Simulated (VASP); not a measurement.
# Nb (Fd-3m) in VASP: notebook, part 2 of 2

VASP 6.6.1. The steps go on from the part before.

## Step 3: Relaxation of cell and atoms, r2SCAN, target pressure 20 GPa, at which the enthalpy is minimised

POSCAR

```
Nb
1.0
    0.0000000000      2.8850000000      2.8850000000
    2.8850000000      0.0000000000      2.8850000000
    2.8850000000      2.8850000000      0.0000000000
Nb
2
Direct
    1.0000000000      1.0000000000      1.0000000000
    0.2500000000      0.2500000000      0.2500000000
```

INCAR.step1

```
SYSTEM = Nb
ALGO = Normal
EDIFF = 1E-5
EDIFFG = -0.005
ENCUT = 550
GGA = PE
GGA_COMPAT = .FALSE.
IBRION = 2
ISIF = 3
ISMEAR = 1
LASPH = .TRUE.
LCHARG = .FALSE.
LREAL = .FALSE.
LWAVE = .TRUE.
NELM = 120
NELMIN = 4
NSW = 100
PREC = Accurate
SIGMA = 0.05
```

INCAR.step2

```
SYSTEM = Nb
ALGO = Normal
EDIFF = 1E-7
EDIFFG = -0.03
ENCUT = 550
GGA_COMPAT = .FALSE.
IBRION = 2
ISIF = 3
ISMEAR = 1
ISTART = 1
LASPH = .TRUE.
LCHARG = .FALSE.
LMIXTAU = .TRUE.
LREAL = .FALSE.
LWAVE = .FALSE.
METAGGA = R2SCAN
NELM = 120
NELMIN = 4
NSW = 80
PREC = Accurate
PSTRESS = 200.0
SIGMA = 0.05
```

KPOINTS

```
k-points
0
G
  5 5 5
  0 0 0
```

Potentials or basis: VASP PAW PBE potentials, release 64 (Nb_sv).

Launch:

```
$ cat potpaw_PBE.64/Nb_sv/POTCAR > POTCAR
$ cp INCAR.step1 INCAR
$ mpirun -np 1 vasp_std > vasp.out
$ cp INCAR.step2 INCAR
$ mpirun -np 1 vasp_std > vasp.out
```

Wall time 2.7 min (1 thread of Intel Xeon Platinum 8559C (Emerald Rapids), shared host); peak memory 0.19 GiB.

Results (log left out):

```yaml
Free_energy: -43.7394 eV
Relaxed_volume: 20.73 Å³/atom
Relaxed_cell: a = 3.885 Å, b = 3.885 Å, c = 3.885 Å, α = 60.00°, β = 60.00°, γ = 60.00°
Space_group_after_relaxing_to_0.1_Å: Fd-3m (No. 227)
Energy_change_on_relaxing_the_run_minimises_the_enthalpy: +243.1 meV/atom
Ionic_steps: 3
Pressure_after_relaxing: 20.2 GPa
Band_gap_on_the_k_mesh: zero (bands 13 and 14 overlap by 1.88 eV)
```

The path:
| step | energy change (eV) | largest force (eV/Å) | pressure (GPa) | volume (Å³) |
| --- | --- | --- | --- | --- |
| 1 | 0.0000 | 0.0000 | 4.84 | 48.03 |
| 2 | 2.1675 | 0.0000 | 60.75 | 33.90 |
| 3 | 0.4862 | 0.0000 | 20.17 | 41.46 |

Final structure:
```cif
data_structure
_symmetry_space_group_name_H-M 'P 1'
_symmetry_Int_Tables_number 1
_cell_length_a 3.8849
_cell_length_b 3.8849
_cell_length_c 3.8849
_cell_angle_alpha 60.000
_cell_angle_beta 60.000
_cell_angle_gamma 60.000
_cell_volume 41.46
loop_
_atom_site_label
_atom_site_type_symbol
_atom_site_fract_x
_atom_site_fract_y
_atom_site_fract_z
_atom_site_occupancy
Nb1 Nb 0.00000 0.00000 0.00000 1
Nb2 Nb 0.25000 0.25000 0.25000 1
```

Levels at points of the mesh, in eV from the Fermi level:
```
           k point  band 10  band 11  band 12  band 13  band 14  band 15  band 16  band 17
(0.00, 0.00, 0.00)    -2.32    -2.32    -0.73    -0.73    -0.73     2.48     2.48     2.48
```

Caveat: the k points lie up to 0.40 Å⁻¹ apart in the final cell, too coarse for converged energies and pressures of a metal; the cell is relaxed towards a set pressure, so the run minimises the enthalpy, not the energy; the PAW data sets were made with another functional, which shifts forces and pressure a little.

## Step 4: Relaxation of cell and atoms, r2SCAN, target pressure 40 GPa, at which the enthalpy is minimised

POSCAR is that of step 3.

INCAR.step1

```
PREC = Accurate
ENCUT = 550
ISMEAR = 1
SIGMA = 0.05
LREAL = F
LASPH = T
NELM = 120
GGA = PE
ALGO = Normal
EDIFF = 1E-5
LWAVE = T
LCHARG = F
GGA_COMPAT = F
IBRION = 2
ISIF = 3
EDIFFG = -0.005
NELMIN = 4
NSW = 100
```

INCAR.step2

```
PREC = Accurate
ENCUT = 550
EDIFF = 1E-7
ISMEAR = 1
SIGMA = 0.05
LREAL = F
LASPH = T
NELM = 120
ALGO = Normal
ISIF = 3
LWAVE = F
LCHARG = F
METAGGA = R2SCAN
LMIXTAU = T
IBRION = 2
NSW = 80
EDIFFG = -0.03
PSTRESS = 400.0
ISTART = 1
GGA_COMPAT = F
NELMIN = 4
```

KPOINTS

```
Automatic mesh
0
Gamma
  5 5 5
```

Launch:

```
$ cat potpaw_PBE.64/Nb_sv/POTCAR > POTCAR
$ cp INCAR.step1 INCAR
$ mpirun -np 1 vasp_std > vasp.out
$ cp INCAR.step2 INCAR
$ mpirun -np 1 vasp_std > vasp.out
```

It took 6 min on 1 thread of Intel Xeon Platinum 8559C (Emerald Rapids), shared host; peak memory 0.2 GiB.

The run converged. Its results:

| Quantity | Value |
| --- | --- |
| Free energy | -42.8953 eV |
| Relaxed volume | 18.30 Å³/atom |
| Relaxed cell | a = 3.727 Å, b = 3.727 Å, c = 3.727 Å, α = 60.00°, β = 60.00°, γ = 60.00° |
| Space group after relaxing (to 0.1 Å) | Fd-3m (No. 227) |
| Energy change on relaxing (the run minimises the enthalpy) | +665.1 meV/atom |
| Ionic steps | 15 |
| Pressure after relaxing | 39.9 GPa |
| Band gap on the k mesh | zero (bands 13 and 14 overlap by 2.26 eV) |

The path:
```tsv
step	energy change (eV)	largest force (eV/Å)	pressure (GPa)	volume (Å³)
1	0.0000	0.0000	4.84	48.03
2	20.6487	0.0000	538.32	19.92
3	0.8938	0.0000	28.58	38.65
4	1.0816	0.0000	33.50	37.68
5	1.3483	0.0000	40.36	36.52
6	1.2964	0.0000	39.03	36.73
7	1.2990	0.0000	39.10	36.72
8	1.3068	0.0000	39.30	36.69
9	1.3070	0.0000	39.30	36.69
10	1.3073	0.0000	39.31	36.69
11	1.3081	0.0000	39.33	36.68
12	1.3095	0.0000	39.37	36.68
13	1.3125	0.0000	39.44	36.67
14	1.3184	0.0000	39.59	36.64
15	1.3303	0.0000	39.90	36.59
```

Final structure:
```yaml
crystal:
  lattice:
    - [0.00000, 2.63509, 2.63509]
    - [2.63509, 0.00000, 2.63509]
    - [2.63509, 2.63509, 0.00000]
  atoms:
    - { symbol: Nb, position: [0.00000, 0.00000, 0.00000] }
    - { symbol: Nb, position: [0.25000, 0.25000, 0.25000] }
```

Levels at points of the mesh, in eV from the Fermi level:
| k point | band 9 | band 10 | band 11 | band 12 | band 13 | band 14 | band 15 | band 16 | band 17 |
| --- | --- | --- | --- | --- | --- | --- | --- | --- | --- |
| (0.00, 0.00, 0.00) | -5.35 | -2.93 | -2.93 | -0.80 | -0.80 | -0.80 | 2.88 | 2.88 | 2.88 |

Caveat: the k points lie up to 0.41 Å⁻¹ apart in the final cell, too coarse for converged energies and pressures of a metal; the cell is relaxed towards a set pressure, so the run minimises the enthalpy, not the energy; the volume moved by over 15 % at a fixed basis, so the end points are rough; the PAW data sets were made with another functional, which shifts forces and pressure a little.

## Step 5: Relaxation of cell and atoms, r2SCAN, target pressure 60 GPa, at which the enthalpy is minimised

POSCAR is that of step 4.

INCAR.step1

```
SYSTEM = Nb
ALGO     = Normal         ! electronic algorithm
EDIFF    = 1E-5           ! SCF threshold, eV
EDIFFG   = -0.005         ! ionic threshold
ENCUT    = 550            ! plane-wave cutoff, eV
GGA      = PE             ! functional
GGA_COMPAT= .False.      
IBRION   = 2              ! ionic algorithm
ISIF     = 3              ! what is computed and relaxed
ISMEAR   = 1              ! smearing method
LASPH    = .True.         ! aspherical terms in the spheres
LCHARG   = .False.        ! write CHGCAR
LREAL    = .False.        ! projectors in reciprocal space
LWAVE    = .True.         ! write WAVECAR
NELM     = 120            ! most SCF steps
NELMIN   = 4            
NSW      = 100            ! ionic steps
PREC     = Accurate       ! precision mode
SIGMA    = 0.05           ! smearing width, eV
```

INCAR.step2

```
SYSTEM = Nb
ALGO     = Normal         ! electronic algorithm
EDIFF    = 1E-7           ! SCF threshold, eV
EDIFFG   = -0.03          ! ionic threshold
ENCUT    = 550            ! plane-wave cutoff, eV
GGA_COMPAT= .False.      
IBRION   = 2              ! ionic algorithm
ISIF     = 3              ! what is computed and relaxed
ISMEAR   = 1              ! smearing method
ISTART   = 1            
LASPH    = .True.         ! aspherical terms in the spheres
LCHARG   = .False.        ! write CHGCAR
LMIXTAU  = .True.       
LREAL    = .False.        ! projectors in reciprocal space
LWAVE    = .False.        ! write WAVECAR
METAGGA  = R2SCAN         ! meta-GGA
NELM     = 120            ! most SCF steps
NELMIN   = 4            
NSW      = 80             ! ionic steps
PREC     = Accurate       ! precision mode
PSTRESS  = 600.0        
SIGMA    = 0.05           ! smearing width, eV
```

KPOINTS

```
k-points
0
Gamma
  5 5 5
  0 0 0
```

Launch:

```
$ cat potpaw_PBE.64/Nb_sv/POTCAR > POTCAR
$ cp INCAR.step1 INCAR
$ mpirun -np 1 vasp_std > vasp.out
$ cp INCAR.step2 INCAR
$ mpirun -np 1 vasp_std > vasp.out
```

Run time: 5 min. Hardware: 1 thread of Intel Xeon Platinum 8559C (Emerald Rapids), shared host; peak memory 0.21 GiB.

It converged, with:

```
Free energy                                                : -42.0984 eV
Relaxed volume                                             : 17.00 Å³/atom
Relaxed cell                                               : a = 3.636 Å, b = 3.636 Å, c = 3.636 Å, α = 60.00°, β = 60.00°, γ = 60.00°
Space group after relaxing (to 0.1 Å)                      : Fd-3m (No. 227)
Energy change on relaxing (the run minimises the enthalpy) : +1063.6 meV/atom
Ionic steps                                                : 7
Pressure after relaxing                                    : 59.8 GPa
Band gap on the k mesh                                     : zero (bands 13 and 14 overlap by 2.35 eV)
```

Step by step:
| step | energy change (eV) | largest force (eV/Å) | pressure (GPa) | volume (Å³) |
| --- | --- | --- | --- | --- |
| 1 | 0.0000 | 0.0000 | 4.84 | 48.03 |
| 2 | 115.3014 | 0.0000 | 3975.11 | 10.43 |
| 3 | 0.1764 | 0.0000 | 11.85 | 44.61 |
| 4 | 0.4102 | 0.0000 | 18.30 | 42.09 |
| 5 | 2.8186 | 0.0000 | 76.40 | 32.37 |
| 6 | 1.9569 | 0.0000 | 55.64 | 34.48 |
| 7 | 2.1272 | 0.0000 | 59.78 | 34.00 |

Final structure:
```cif
data_structure
_symmetry_space_group_name_H-M 'P 1'
_symmetry_Int_Tables_number 1
_cell_length_a 3.6365
_cell_length_b 3.6365
_cell_length_c 3.6365
_cell_angle_alpha 60.000
_cell_angle_beta 60.000
_cell_angle_gamma 60.000
_cell_volume 34.00
loop_
_atom_site_label
_atom_site_type_symbol
_atom_site_fract_x
_atom_site_fract_y
_atom_site_fract_z
_atom_site_occupancy
Nb1 Nb 0.00000 0.00000 0.00000 1
Nb2 Nb 0.25000 0.25000 0.25000 1
```

Levels at points of the mesh, in eV from the Fermi level:
| k point | band 11 | band 12 | band 13 | band 14 | band 15 | band 16 |
| --- | --- | --- | --- | --- | --- | --- |
| (0.00, 0.00, 0.00) | -3.28 | -0.81 | -0.81 | -0.81 | 3.22 | 3.22 |

Caveat: the k points lie up to 0.42 Å⁻¹ apart in the final cell, too coarse for converged energies and pressures of a metal; the cell is relaxed towards a set pressure, so the run minimises the enthalpy, not the energy; the volume moved by over 15 % at a fixed basis, so the end points are rough; the PAW data sets were made with another functional, which shifts forces and pressure a little.

## Step 6: Summary

```csv
cell,gap on the mesh (eV),pressure (GPa)
relaxed,none,0.0
relaxed to 20 GPa,none,20.2
relaxed to 40 GPa,none,39.9
relaxed to 60 GPa,none,59.8
```

Alike in all rows: task relaxation of cell and atoms; level r2SCAN; potentials or basis VASP PAW PBE potentials, release 64 (Nb_sv); no spin polarisation; k mesh 5 × 5 × 5; cutoff (eV) 550; smearing methfessel-paxton 0.05 eV.

Caveats: all runs use coarse meshes; the PAW data sets were made with another functional, which shifts forces and pressure a little; the cell is relaxed towards a set pressure, so the run minimises the enthalpy, not the energy (at least some runs); the volume moved by over 15 % at a fixed basis, so the end points are rough (at least some runs).

Total energies depend on the potentials used, so only differences within one code and one set of settings carry meaning.
